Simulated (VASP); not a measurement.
Crystal: CdTe.

```
Cd Te
1.0
     0.00000    3.20500    3.20500
     3.20500    0.00000    3.20500
     3.20500    3.20500    0.00000
Cd Te
1 1
Direct
  0.00000 0.00000 0.00000
  0.75000 0.75000 0.75000
```

Base run:

| Property | Result |
| --- | --- |
| Program | VASP 6.6.1 |
| Functional | PBE |
| Potentials or basis | VASP PAW PBE potentials, release 64 (Cd, Te) |
| Cutoff | 520 eV |
| k mesh | 9 × 9 × 9 |
| Occupations | fermi-dirac, width 0.08 eV |
| Spin | no spin polarisation |

Its results: band gap on the k mesh 0.87 eV, direct; pressure 4.4 GPa.

The run is repeated on the same cell with these changes: functional from PBE to RPBE; further incar settings from ALGO = Normal; EDIFF = 1e-08; NBANDS = 16 to ALGO = Normal; EDIFF = 1e-08; NBANDS = 16; ISYM = 0. What comes out?

Band gap on the k mesh 1.02 eV, direct; pressure 6.1 GPa.

Caveats: spin-orbit coupling is left out, which moves the levels of the heavy elements; the PAW data sets were made with another functional, which shifts forces and pressure a little (some runs).

